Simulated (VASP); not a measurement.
Here is a VASP 6.6.1 calculation.

The input INCAR:

```
SYSTEM = TePt
ALGO = Normal
EDIFF = 1E-6
ENCUT = 520
GGA = PS
ISIF = 2
ISMEAR = -1
LASPH = .TRUE.
LCHARG = .TRUE.
LELF = .TRUE.
LREAL = .FALSE.
LVHAR = .TRUE.
LWAVE = .FALSE.
NBANDS = 24
NELM = 60
PREC = Accurate
SIGMA = 0.05
```

Contents of KPOINTS:

```
k-points
0
G
  7 7 5
  0 0 0
```

Contents of POSCAR:

```
TePt
1.0
    4.2628798384      0.0000000000      0.0000000000
   -2.1314399192      3.6917622333      0.0000000000
    0.0000000000      0.0000000000      5.6617710000
Pt Te
2 2
Direct
    0.0000000000      0.0000000000      0.0000000000
    0.0000000000      0.0000000000      0.5000000000
    0.3333333333      0.6666666667      0.2500000000
    0.6666666667      0.3333333333      0.7500000000
```

Potentials or basis: VASP PAW PBE potentials, release 64 (Pt, Te).

Launch:

```bash
$ cat potpaw_PBE.64/Pt/POTCAR potpaw_PBE.64/Te/POTCAR > POTCAR
$ mpirun -np 1 vasp_std > vasp.out
```

**Question.** Predict the pressure.

**Answer.** -5.1 GPa.

**Question.** Predict the band gap on the k mesh.

**Answer.** Zero (band 16 reaches 9.45 eV, above the bottom of band 17 at 8.52 eV).

Stress tensor (GPa, compression positive):
```
-4.51  0.00  0.00
 0.00 -4.51  0.00
 0.00  0.00 -6.24
```

Caveat: the PAW data sets were made with another functional, which shifts forces and pressure a little; spin-orbit coupling is left out, which moves the levels of the heavy elements.
